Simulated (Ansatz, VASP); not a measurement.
Given: the input of a run of Ansatz 0.2.0 on PbS.

File input.yaml:

```yaml
crystal:
  lattice:
    - [2.9229485882, -2.9220013988, 0.0]
    - [2.9229485882, 2.9220013988, 0.0]
    - [-1.0762498933, 0.0, 10.9398618045]
  atoms:
    - { symbol: Pb, position: [0.77363462, 0.77363462, 0.62778899] }
    - { symbol: Pb, position: [0.22636538, 0.22636538, 0.37221101] }
    - { symbol: S, position: [0.27048795, 0.27048795, 0.61026762] }
    - { symbol: S, position: [0.72951205, 0.72951205, 0.38973238] }
hamiltonian:
  xc: pbe
  pseudopotentials: { kind: paw }
kpoints:
  mp_grid: { grid: [6, 6, 3] }
scf:
  occupations: { method: fermi_dirac, width: 0.05 }
output:
  forces: true
  stress: true
  eigenvalues: true
```

Potentials or basis: Ansatz PAW.

Launch:

```bash
$ ansatz run input.yaml --threads 2 --pin off --max-ram 5120MiB --backend cpu --events-out ev --progress --plain --runs-dir out
```

Task: Set up the same calculation for VASP 6.6.1. Potentials there: VASP PAW PBE potentials, release 64 (Pb_d, S).

Result: As run (the cutoff follows the program's own potentials):

File INCAR:

```
  PREC = Accurate
  ENCUT = 520
  EDIFF = 1E-7
  ISMEAR = -1
  SIGMA = 0.05
  LREAL = False
  LASPH = True
  NELM = 100
  ALGO = Normal
  ISIF = 2
  LWAVE = False
  LCHARG = True
  GGA = PE
  LELF = True
  LVHAR = True
  NBANDS = 28
```

KPOINTS

```
regular mesh
0
Gamma
  6 6 3
```

Contents of POSCAR:

```
PbS
1.0
    2.9229485882     -2.9220013988      0.0000000000
    2.9229485882      2.9220013988      0.0000000000
   -1.0762498933      0.0000000000     10.9398618045
Pb S
2 2
Direct
    0.7736346200      0.7736346200      0.6277889900
    0.2263653800      0.2263653800      0.3722110100
    0.2704879500      0.2704879500      0.6102676200
    0.7295120500      0.7295120500      0.3897323800
```

Potentials or basis: VASP PAW PBE potentials, release 64 (Pb_d, S).

Command:

```console
$ cat potpaw_PBE.64/Pb_d/POTCAR potpaw_PBE.64/S/POTCAR > POTCAR
$ mpirun -np 1 vasp_std > vasp.out
```

Both were run:

|  | VASP | Ansatz | Ansatz less VASP |
| --- | --- | --- | --- |
| gap on the k mesh at the Fermi level (eV) | 1.91 | 1.91 | -0.001 |
| least direct gap on the mesh (eV) | 2.04 | 2.03 | -0.001 |
| rms of the force components (eV/Å) | 0.329 | 0.331 | +0.0025 |

Atom by atom the forces differ by 0.003 eV/Å (rms over components). The functional is the same, so the differences come from potentials, cutoffs and numerics.

Spin-orbit coupling is off throughout. Noted on Ansatz's run: odd divisions of the mesh miss points on the zone boundary, where band edges often lie, so the gap on the mesh can be too wide.
